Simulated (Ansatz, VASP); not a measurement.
# TiTe2: VASP beside Ansatz

```
Ti Te
1.0
     5.34106    0.00000    0.00000
    -2.67053    4.62549    0.00000
     0.00000    0.00000    3.06730
Ti Te
1 2
Direct
  0.00000 0.00000 0.00000
  0.33333 0.66667 0.50000
  0.66667 0.33333 0.50000
```

Alike in both runs: functional PBE; k mesh 12 × 12 × 14; occupations gaussian, width 0.1 eV; no spin polarisation.

Ansatz relaxed the structure, and its values are those at the end. VASP's run is a single point on that final structure, the one shown.

|  | VASP | Ansatz |
| --- | --- | --- |
| version | VASP 6.6.1 | Ansatz 0.2.0 |
| potentials or method | VASP PAW PBE potentials, release 64 (Ti_sv, Te), cutoff 520 eV | scalar-relativistic, plane waves, PAW |
| valence electrons in the cell | 24 | 44 |

|  | VASP | Ansatz | Ansatz less VASP |
| --- | --- | --- | --- |
| gap on the k mesh at the Fermi level (eV) | none | none | - |
| pressure (GPa) | 0.0 | 0.0 | -0.01 |

A gap of «none» marks a metal or a gap that the smearing closes. VASP's potentials hold 24 valence electrons a cell and Ansatz's 44, so a difference there can come from the potentials and not from the codes.

Spin-orbit coupling is off throughout.
